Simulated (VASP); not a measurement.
# Pt in VASP: single point with PBEsol

Aim: the single point of Pt with PBEsol.

All numbers are computed with VASP 6.6.1; they aren't measurements. Logs are shortened: lines on timing, memory, paths and dates and some standing lists are left out, and cuts for length are marked.

### 1 The cell of the first run

The typed cell holds 3 atoms: a = 2.770 Å, b = 2.770 Å, c = 6.787 Å, α = 90.00°, β = 90.00°, γ = 120.00°.

### 2 Single point, PBEsol

INCAR reads:

```
SYSTEM = Pt
PREC = Accurate
ENCUT = 520
EDIFF = 1E-6
ISMEAR = 0
SIGMA = 0.1
LREAL = .False.
LASPH = .True.
NELM = 100
ALGO = Fast
ISIF = 2
LWAVE = .False.
LCHARG = .False.
GGA = PS
NBANDS = 22
```

KPOINTS reads:

```
Automatic mesh
0
Gamma
  18 18 7
  0 0 0
```

POSCAR reads:

```
Pt
1.0
    2.7704704124      0.0000000000      0.0000000000
   -1.3852352062      2.3992977576      0.0000000000
    0.0000000000      0.0000000000      6.7866736493
Pt
3
Direct
    0.0000000000      0.0000000000      0.0000000000
    0.3333333333      0.6666666667      0.3333333333
    0.6666666667      0.3333333333      0.6666666667
```

Potentials or basis: VASP PAW PBE potentials, release 64 (Pt).

Command:

```sh
cat potpaw_PBE.64/Pt/POTCAR > POTCAR
mpirun -np 1 vasp_std > vasp.out
```

OUTCAR:

```text
SYSTEM = Pt
   PREC = Accurate
   ENCUT = 520
   EDIFF = 1E-6
   ISMEAR = 0
   LREAL = .False.
   LASPH = .True.
   NELM = 100
   ISIF = 2
   GGA = PS

 ion  position               nearest neighbor table
   1  0.000  0.000  0.000-   2 2.77   3 2.77   3 2.77   2 2.77   3 2.77   2 2.77
   2  0.333  0.667  0.333-   1 2.77   1 2.77   1 2.77   3 2.77   3 2.77   3 2.77
   3  0.667  0.333  0.667-   1 2.77   1 2.77   1 2.77   2 2.77   2 2.77   2 2.77

  LATTYP: Found a hexagonal cell.
 ALAT       =     2.7704704124
 C/A-ratio  =     2.4496466806

  Lattice vectors:

 A1 = (   2.7704704124,   0.0000000000,   0.0000000000)
 A2 = (  -1.3852352062,   2.3992977576,   0.0000000000)
 A3 = (   0.0000000000,   0.0000000000,   6.7866736493)

Analysis of symmetry for initial positions (statically):
=====================================================================
 Subroutine PRICEL returns following result:

  LATTYP: Found a trigonal (rhomboedric) cell.
 ALAT       =     2.7705887486
 COS(alpha) =     0.5000427107

  Lattice vectors:

 A1 = (   1.3852352061,  -0.7997659191,   2.2622245495)
 A2 = (  -0.0000000001,   1.5995318385,   2.2622245495)
 A3 = (  -1.3852352059,  -0.7997659194,   2.2622245502)

   3 primitive cells build up your supercell.

 Routine SETGRP: Setting up the symmetry group for a
 hexagonal supercell.

 Subroutine GETGRP returns: Found 12 space group operations
 (whereof 12 operations were pure point group operations)
 out of a pool of 24 trial point group operations.

The static configuration has the point symmetry D_3d.

Analysis of symmetry for dynamics (positions and initial velocities):
=====================================================================
 Subroutine PRICEL returns following result:

  LATTYP: Found a trigonal (rhomboedric) cell.
 ALAT       =     2.7705887486
 COS(alpha) =     0.5000427107

  Lattice vectors:

 A1 = (   1.3852352061,  -0.7997659191,   2.2622245495)
 A2 = (  -0.0000000001,   1.5995318385,   2.2622245495)
 A3 = (  -1.3852352059,  -0.7997659194,   2.2622245502)

   3 primitive cells build up your supercell.

 Routine SETGRP: Setting up the symmetry group for a
 hexagonal supercell.

 Subroutine GETGRP returns: Found 12 space group operations
 (whereof 12 operations were pure point group operations)
 out of a pool of 24 trial point group operations.

The dynamic configuration has the point symmetry D_3d.

 Subroutine INISYM returns: Found 12 space group operations
 (whereof 12 operations are pure point group operations),
 and found     3 'primitive' translations

----------------------------------------------------------------------------------------

                                     Primitive cell

  volume of cell :      15.0374

  direct lattice vectors                    reciprocal lattice vectors
     1.385235206 -0.799765919  2.262224550     0.360949533 -0.208394310  0.147347589
    -0.000000000  1.599531838  2.262224550     0.000000000  0.416788619  0.147347589
    -1.385235206 -0.799765919  2.262224550    -0.360949532 -0.208394310  0.147347589

  length of vectors
     2.770588749  2.770588749  2.770588749     0.442067942  0.442067942  0.442067942

  position of ions in fractional coordinates (direct lattice)
     0.000000000  0.000000000  0.000000000

  ion indices of the primitive-cell ions
   primitive index   ion index
                 1           1

----------------------------------------------------------------------------------------

 KPOINTS: Automatic mesh

Automatic generation of k-mesh.
 Grid dimensions read from file:
 generate k-points for:   18   18    7

 Generating k-lattice:

  Cartesian coordinates                     Fractional coordinates (reciprocal lattice)
     0.020052752  0.011577462  0.000000000     0.055555556  0.000000000  0.000000000
     0.000000000  0.023154923  0.000000000     0.000000000  0.055555556  0.000000000
     0.000000000  0.000000000  0.021049656     0.000000000  0.000000000  0.142857143

  Length of vectors
     0.023154923  0.023154923  0.021049656

  Shift w.r.t. Gamma in fractional coordinates (k-lattice)
     0.000000000  0.000000000  0.000000000

 Subroutine IBZKPT returns following result:
 ===========================================

 Found    229 irreducible k-points:

 Following reciprocal coordinates:
            Coordinates               Weight
  0.000000  0.000000  0.000000      1.000000
  0.055556  0.000000  0.000000      6.000000
  0.111111  0.000000  0.000000      6.000000
  0.166667  0.000000  0.000000      6.000000
  0.222222  0.000000  0.000000      6.000000
  0.277778  0.000000  0.000000      6.000000
[... 16 lines left out ...]
  0.333333  0.111111  0.000000     12.000000
  0.388889  0.111111  0.000000     12.000000
 [... further k-points ...]
   k-points           NKPTS =    229   k-points in BZ     NKDIM =    229   number of bands    NBANDS=     22
   number of dos      NEDOS =    301   number of ions     NIONS =      3
   total plane-waves  NPLWV =  28800
   dimension x,y,z NGX =    24 NGY =   24 NGZ =   50
   dimension x,y,z NGXF=    48 NGYF=   48 NGZF=  100
   ions per type =               3
   NGX,Y,Z   is equivalent  to a cutoff of  14.40, 14.40, 12.25 a.u.
   NGXF,Y,Z  is equivalent  to a cutoff of  28.80, 28.80, 24.50 a.u.
 SYSTEM =  Pt
   PREC   = accura    normal or accurate (medium, high low for compatibility)
   ISTART =      0    job   : 0-new  1-cont  2-samecut
   ICHARG =      2    charge: 1-file 2-atom 10-const
   ISPIN  =      1    spin polarized calculation?
   LNONCOLLINEAR =      F non collinear calculations
   LSORBIT =      F    spin-orbit coupling
   LASPH  =      T    aspherical Exc in radial PAW
   ENCUT  =  520.0 eV  38.22 Ry    6.18 a.u.   5.15  5.15 12.62*2*pi/ulx,y,z
   NELM   =    100;   NELMIN=  2; NELMDL= -5     # of ELM steps
   EDIFF  = 0.1E-05   stopping-criterion for ELM
   LREAL  =      F    real-space projection
   EDIFFG = 0.1E-04   stopping-criterion for IOM
   NSW    =      0    number of steps for IOM
   IBRION =     -1    ionic relax: 0-MD 1-quasi-New 2-CG
   NFREE  =      0    steps in history (QN), initial steepest desc. (CG)
   ISIF   =      2    stress and relaxation
   ISYM   =      2    0-nonsym 1-usesym 2-fastsym
   POTIM  = 0.5000    time-step for ionic-motion
   TEBEG  =    0.0;   TEEND  =   0.0 temperature during run
   PSTRESS=    0.0 pullay stress
   NELECT =      30.0000    total number of electrons
   NUPDOWN=      -1.0000    fix difference up-down
   EMIN   =  10.00;   EMAX   =-10.00  energy-range for DOS
   EFERMI =   0.00;   METHOD = LEGACY
   ISMEAR =     0;   SIGMA  =   0.10  broadening in eV -4-tet -1-fermi 0-gaus
   EFERMI_NEDOS =   21; number of points for ismear=-14 and -15
   IALGO  =     68    algorithm
   IMIX   =      4    mixing-type and parameters
     AMIX     =   0.40;   BMIX     =  1.00
     AMIX_MAG =   1.60;   BMIX_MAG =  1.00
  volume/ion in A,a.u.               =      15.04       101.48
  Fermi-wavevector in a.u.,A,eV,Ry     =   1.428950  2.700324 27.781711  2.041898
  Thomas-Fermi vector in A             =   2.548956
   LORBIT       =      0    0 simple, 1 ext, 2 COOP (PROOUT), +10 PAW based schemes
   GGA     = PS    functional components
   LHFCALC =     F    Hartree Fock is set to
   AEXX    =    0.0000 exact exchange contribution
   IVDW    =     0    specifies the selected vdW correction
   LEPSILON=     F    determine dielectric tensor
   LRPA    =     F    only Hartree local field effects (RPA)
 non-spin polarized calculation
 RMM-DIIS sequential band-by-band and
 Gauss-broadening in eV      SIGMA  =   0.10
  energy-cutoff  :      520.00
  volume of cell :       45.11
 maximum number of plane-waves:      1230
 NGX is ok and might be reduce to    24
   NGX = 11   NGY = 11   NGZ = 25

 number of electron      30.0000002 magnetization

 Free energy of the ion-electron system (eV)
  ---------------------------------------------------
  ext. energy  EPLUGINS =         0.00000000
  ---------------------------------------------------
  free energy    TOTEN  =       -20.90087595 eV

  energy without entropy =      -20.87034056  energy(sigma->0) =      -20.88560825

 E-fermi :  11.1521     XC(G=0): -13.6453

 val. band max:       11.1519659807   @ k =  -0.1667   0.4444   0.2857
 cond. band min:      11.1520772028   @ k =  -0.2222  -0.4444   0.2857
 fundamental gap:      0.0001112221
 Fermi energy:        11.1520711456

 k-point     1 :       0.0000    0.0000    0.0000
  band No.  band energies     occupation
      1       0.8233      2.00000
      2       3.5666      2.00000
      3       3.5666      2.00000
      4       7.3285      2.00000
      5       7.3285      2.00000
      6       7.3285      2.00000
[... 14 lines left out ...]
     21      25.7682      0.00000
     22      26.5407      0.00000

 k-point     2 :       0.0556    0.0000    0.0000
  band No.  band energies     occupation
      1       0.9345      2.00000
      2       3.6718      2.00000
      3       3.6759      2.00000
      4       7.2709      2.00000
      5       7.3745      2.00000
      6       7.3792      2.00000
[... 14 lines left out ...]
     21      25.9437      0.00000
     22      26.6786      0.00000

 k-point     3 :       0.1111    0.0000    0.0000
  band No.  band energies     occupation
      1       1.2604      2.00000
      2       3.9597      2.00000
      3       3.9975      2.00000
      4       7.0748      2.00000
      5       7.1145      2.00000
      6       7.1588      2.00000
[... 14 lines left out ...]
     21      26.4348      0.00000
     22      26.9621      0.00000
[... 476 lines left out ...]
 k-point    23 :       0.3333    0.1111    0.0000
  band No.  band energies     occupation
      1       4.4607      2.00000
      2       4.4662      2.00000
      3       4.8910      2.00000
      4       5.1456      2.00000
      5       6.2800      2.00000
      6       6.8719      2.00000
[... 14 lines left out ...]
     21      21.3153      0.00000
     22      22.8704      0.00000

 k-point    24 :       0.3889    0.1111    0.0000
  band No.  band energies     occupation
      1       4.2944      2.00000
      2       4.6736      2.00000
      3       4.7464      2.00000
      4       4.9610      2.00000
      5       6.3460      2.00000
      6       6.7485      2.00000
[... 14 lines left out ...]
     21      19.6017      0.00000
     22      22.3736      0.00000

 [... further k-points ...]

------------------------ aborting loop because EDIFF is reached ----------------------------------------

  FORCE on cell =-STRESS in cart. coord.  units (eV):
  Direction    XX          YY          ZZ          XY          YZ          ZX
  --------------------------------------------------------------------------------------
  -------------------------------------------------------------------------------------
  Total       -0.1230186     -0.1230186     -0.1200464      0.0000000      0.0000000      0.0000000
  in kB       -4.3690464     -4.3690464     -4.2634879      0.0000000      0.0000000      0.0000000
  external PRESSURE =      -4.3338602 kB  Pullay stress =       0.0000000 kB

 VOLUME and BASIS-vectors are now :
 -----------------------------------------------------------------------------
  energy-cutoff  :      520.00
  volume of cell :       45.11
      direct lattice vectors                 reciprocal lattice vectors
     2.770470412  0.000000000  0.000000000     0.360949532  0.208394310  0.000000000
    -1.385235206  2.399297758  0.000000000     0.000000000  0.416788619  0.000000000
     0.000000000  0.000000000  6.786673649     0.000000000  0.000000000  0.147347589

 POSITION                                       TOTAL-FORCE (eV/Angst)
 -----------------------------------------------------------------------------------
      0.00000      0.00000      0.00000         0.000000      0.000000     -0.000000
     -0.00000      1.59953      2.26222        -0.000000      0.000000     -0.000000
      1.38524      0.79977      4.52445        -0.000000     -0.000000      0.000000
 -----------------------------------------------------------------------------------
    total drift:                               -0.000000      0.000000     -0.000000

  FREE ENERGIE OF THE ION-ELECTRON SYSTEM (eV)
  ---------------------------------------------------
  free  energy   TOTEN  =       -20.9008759466 eV

  energy  without entropy=      -20.8703405604  energy(sigma->0) =      -20.88560825
```

Run time: 5.7 min. Hardware: 1 thread of Intel Xeon 8259CL, shared host; peak memory 0.31 GiB.

Results:

```yaml
Free_energy: -20.9009 eV
Pressure: -0.4 GPa
Band_gap_on_the_k_mesh: zero (bands 15 and 16 overlap by 1.92 eV)
```

Caveat: the PAW data sets were made with another functional, which shifts forces and pressure a little; spin-orbit coupling is left out, which moves the levels of the heavy elements.
